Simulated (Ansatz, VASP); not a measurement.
Rh in VASP and in Ansatz

```
Rh
1.0
    -2.65726    0.00000    0.00000
    -1.32863   -2.30125    0.00000
     0.00000    0.00000   17.33376
Rh
8
Direct
  0.00000 0.00000 0.00000
  0.00000 0.00000 0.50000
  0.33333 0.33333 0.12500
  0.33333 0.33333 0.62500
  0.00000 0.00000 0.25000
  0.00000 0.00000 0.75000
  0.66667 0.66667 0.37500
  0.66667 0.66667 0.87500
```

Alike in both runs: task single point; functional LDA; k mesh 17 × 17 × 3; occupations gaussian, width 0.15 eV; no spin polarisation.

```csv
,VASP,Ansatz
version,VASP 6.6.1,Ansatz 0.2.0
potentials or method,"VASP PAW LDA potentials, release 64 (Rh_pv), cutoff 520 eV","scalar-relativistic, plane waves, PAW"
valence electrons in the cell,120,136
```

|  | VASP | Ansatz | Ansatz less VASP |
| --- | --- | --- | --- |
| gap on the k mesh at the Fermi level (eV) | none | none | - |
| pressure (GPa) | 0.9 | 0.1 | -0.79 |
| traceless stress, the component that is largest in VASP (GPa) | 0.11 | 0.11 | -0.002 |

Ansatz warns that its potentials were made for another functional, while VASP's fit it. LDA's correlation is that of Perdew and Zunger in VASP and of Perdew and Wang (1992) in Ansatz. A gap of «none» marks a metal or a gap that the smearing closes. VASP's potentials hold 120 valence electrons a cell and Ansatz's 136, so a difference there can come from the potentials and not from the codes.
